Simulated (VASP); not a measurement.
Runs of VASP 6.6.1 on Hf. The structure is that of space group P6_3/mmc (No. 194), or close to it. The cells are those of the table. 

```tsv
cell	further INCAR settings	gap on the mesh (eV)	pressure (GPa)
a = 3.318, b = 3.318, c = 4.397 Å, angles 90.0, 90.0, 120.0°, 2 atoms	ALGO = Fast; EDIFF = 1e-06; NBANDS = 17	none	4.9
a = 3.239, b = 3.239, c = 4.397 Å, angles 90.0, 90.0, 120.0°, 2 atoms	ALGO = Fast; EDIFF = 1e-06; NBANDS = 17	none	11.3
a = 3.002, b = 3.002, c = 5.596 Å, angles 90.0, 90.0, 120.0°, 2 atoms	ALGO = Fast; EDIFF = 1e-07; NBANDS = 17	none	-1.5
a = 3.081, b = 3.081, c = 4.697 Å, angles 90.0, 90.0, 120.0°, 2 atoms	ALGO = Fast; EDIFF = 1e-06; NBANDS = 17	none	15.5
a = 3.002, b = 3.002, c = 4.996 Å, angles 90.0, 90.0, 120.0°, 2 atoms	ALGO = Fast; EDIFF = 1e-06; NBANDS = 17	none	(b)
a = 3.002, b = 3.002, c = 5.296 Å, angles 90.0, 90.0, 120.0°, 2 atoms	ALGO = Fast; EDIFF = 1e-06; NBANDS = 17	none	4.9
a = 3.160, b = 3.160, c = 4.697 Å, angles 90.0, 90.0, 120.0°, 2 atoms	ALGO = Fast; EDIFF = 1e-07; NBANDS = 17	none	(a)
a = 3.081, b = 3.081, c = 4.996 Å, angles 90.0, 90.0, 120.0°, 2 atoms	ALGO = Fast; EDIFF = 1e-07; NBANDS = 17	none	5.8
```

Alike in all rows: task single point; level PBEsol; potentials or basis VASP PAW PBE potentials, release 64 (Hf_pv); no spin polarisation; k mesh 18 × 18 × 10; cutoff (eV) 520; smearing gaussian 0.15 eV.

Fill in the values left out.

(a) 8.0; (b) 13.1.

Caveats: the PAW data sets were made with another functional, which shifts forces and pressure a little; spin-orbit coupling is left out, which moves the levels of the heavy elements; the stress differs along the axes, from -2 to 18 GPa (at least some runs); the stress differs along the axes, from 5 to 24 GPa (at least some runs); the stress differs along the axes, from -11 to 3 GPa (at least some runs); the stress differs along the axes, from 13 to 20 GPa (at least some runs); the stress differs along the axes, from 9 to 15 GPa (at least some runs).

A k mesh can miss the band edges, and the runs leave out spin-orbit coupling on Hf.

A gap of «none» marks levels without a gap at the run's occupations.
